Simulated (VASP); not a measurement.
Here is a VASP 6.6.1 calculation.

The input INCAR:

```
SYSTEM = LiNbO3
  PREC = Accurate
  ENCUT = 600
  EDIFF = 1E-6
  ISMEAR = 0
  SIGMA = 0.02
  LREAL = .FALSE.
  LASPH = .TRUE.
  NELM = 80
  ALGO = Normal
  ISIF = 3
  LWAVE = .FALSE.
  LCHARG = .FALSE.
  GGA = PS
  IBRION = 2
  NSW = 100
  EDIFFG = -0.002
```

KPOINTS

```
Automatic mesh
0
G
  6 6 6
  0 0 0
```

Contents of POSCAR:

```
LiNbO3
1.0
    2.5770834800      1.4878798400      4.6625706200
   -2.5770834800      1.4878798400      4.6625706200
    0.0000000000     -2.9757596800      4.6625706200
Li Nb O
2 2 6
Direct
    0.7054734700      0.7054734700      0.7054734700
    0.2054734700      0.2054734700      0.2054734700
    0.9875072800      0.9875072800      0.9875072800
    0.4875072800      0.4875072800      0.4875072800
    0.8824795800      0.2700917500      0.6208967100
    0.6208967100      0.8824795800      0.2700917500
    0.2700917500      0.6208967100      0.8824795800
    0.7700917500      0.3824795800      0.1208967100
    0.3824795800      0.1208967100      0.7700917500
    0.1208967100      0.7700917500      0.3824795800
```

Potentials or basis: VASP PAW PBE potentials, release 64 (Li_sv, Nb_sv, O).

The run is started by

```console
$ cat potpaw_PBE.64/Li_sv/POTCAR potpaw_PBE.64/Nb_sv/POTCAR potpaw_PBE.64/O/POTCAR > POTCAR
$ mpirun -np 1 vasp_std > vasp.out
```

(1) Predict the space group after relaxing (to 0.1 Å).

(2) What does it give for the relaxed cell?

(3) Estimate the band gap on the k mesh.

Results:

(1) R3c (No. 161).

(2) a = 5.473 Å, b = 5.473 Å, c = 5.473 Å, α = 55.89°, β = 55.89°, γ = 55.89°.

(3) 3.49 eV (least direct gap 3.51 eV).
